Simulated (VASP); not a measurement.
Write the native input for VASP 6.6.1 that does the following.

```
Task                   : single point
Functional             : PBE
Potentials or basis    : VASP PAW PBE potentials, release 64 (Na_pv, H)
Cutoff                 : 520 eV
k mesh                 : 2 × 2 × 2
Occupations            : fermi-dirac, width 0.069 eV
Spin                   : no spin polarisation
Dipole correction      : no
Further INCAR settings : LREAL = Auto; ALGO = Normal; EDIFF = 1e-06; NBANDS = 46
```

The structure of NaH lies in POSCAR:

```
NaH
1.0
    0.0000000000      5.1938421228      5.1938421228
    5.1938421228      0.0000000000      5.1938421228
    5.1938421228      5.1938421228      0.0000000000
Na H
8 8
Direct
    0.0044625923     -0.0049602971      0.0096583606
   -0.0009803918      0.0105265040      0.4989579850
    0.0021609244      0.5054163061     -0.0208569104
    0.0067282561      0.5000428274      0.4968579019
    0.4944311820     -0.0037277798      0.0054276775
    0.4921638817      0.0014764600      0.5100109779
    0.5102272917      0.4781627822     -0.0004489932
    0.4897814450      0.5163525260      0.4984763570
    0.0776069989      0.1038022503      0.1870981976
    0.1564487292      0.0917515374      0.6102449641
    0.1183900060      0.6639701243      0.1066690105
    0.1638184180      0.6198836861      0.6411367387
    0.6113347162      0.1003648143      0.1503376463
    0.6212589685      0.1081471070      0.6201430317
    0.6361672962      0.5899931934      0.1350852574
    0.6383488219      0.6470658754      0.5929941510
```

These files were run (other wordings do the same):

INCAR

```
SYSTEM = NaH
  PREC = Accurate
  ENCUT = 520
  EDIFF = 1E-6
  ISMEAR = -1
  SIGMA = 0.069
  LREAL = Auto
  LASPH = .TRUE.
  NELM = 100
  ALGO = Normal
  ISIF = 2
  LWAVE = .FALSE.
  LCHARG = .FALSE.
  GGA = PE
  NBANDS = 46
```

KPOINTS

```
regular mesh
0
G
  2 2 2
  0 0 0
```

Potentials or basis: VASP PAW PBE potentials, release 64 (Na_pv, H).

The run is started by

```bash
$ cat potpaw_PBE.64/Na_pv/POTCAR potpaw_PBE.64/H/POTCAR > POTCAR
$ mpirun -np 1 vasp_std > vasp.out
```

Results of the run:

| Item | Value |
| --- | --- |
| Pressure | 0.8 GPa |
| Largest force | 1.210 eV/Å |
| Band gap on the k mesh | 3.31 eV, indirect (least direct gap 3.42 eV) |

Caveat: the k points lie up to 0.52 Å⁻¹ apart; forces of over 1 eV/Å act on the atoms, so gaps and moduli don't describe the material at rest.

Run time: 2.1 min on 1 thread of Intel(R) Xeon(R) 6975P-C (Granite Rapids), with other jobs on the host, peak memory 0.42 GiB.
